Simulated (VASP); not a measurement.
A run of VASP 6.6.1:

File INCAR:

```
SYSTEM = SnS2
PREC = Accurate
ENCUT = 400
EDIFF = 1E-6
ISMEAR = 0
SIGMA = 0.01
LREAL = .FALSE.
LASPH = .TRUE.
NELM = 120
ALGO = Normal
ISIF = 2
LWAVE = .FALSE.
LCHARG = .TRUE.
LDIPOL = .TRUE.
IDIPOL = 3
DIPOL = 0.5 0.5 0.500
GGA = PE
IVDW = 12
LELF = .TRUE.
LVHAR = .TRUE.
LVACPOTAV = .TRUE.
NBANDS = 49
GGA_COMPAT = .FALSE.
NELMDL = -8
```

KPOINTS

```
Automatic mesh
0
G
  9 9 1
  0 0 0
```

POSCAR

```
SnS2
1.0
    3.6678820606      0.0000000000      0.0000000000
   -1.8339410303      3.1764790425      0.0000000000
    0.0000000000      0.0000000000     55.1520191628
S Sn
6 3
Direct
    0.6666666667      0.3333333333      0.3677634848
    0.3333333333      0.6666666667      0.4214696325
    0.6666666667      0.3333333333      0.4731855656
    0.3333333333      0.6666666667      0.5268144344
    0.6666666667      0.3333333333      0.5785303675
    0.3333333333      0.6666666667      0.6322365152
    0.0000000000      0.0000000000      0.3946379731
    0.0000000000      0.0000000000      0.5000000000
    0.0000000000      0.0000000000      0.6053620269
```

Potentials or basis: VASP PAW PBE potentials, release 64 (S, Sn_d).

Launch:

```sh
$ cat potpaw_PBE.64/S/POTCAR potpaw_PBE.64/Sn_d/POTCAR > POTCAR
$ mpirun -np 1 vasp_std > vasp.out
```

Hardware: 1 thread of Oxide Virtual Turin-like Processor, on a shared host.

Question: Estimate the wall time of this run.

Answer: Wall time 11 min on 1 thread of Oxide Virtual Turin-like Processor (shared host), peak memory 0.56 GiB. Counts: scf iterations 26, k points 12.
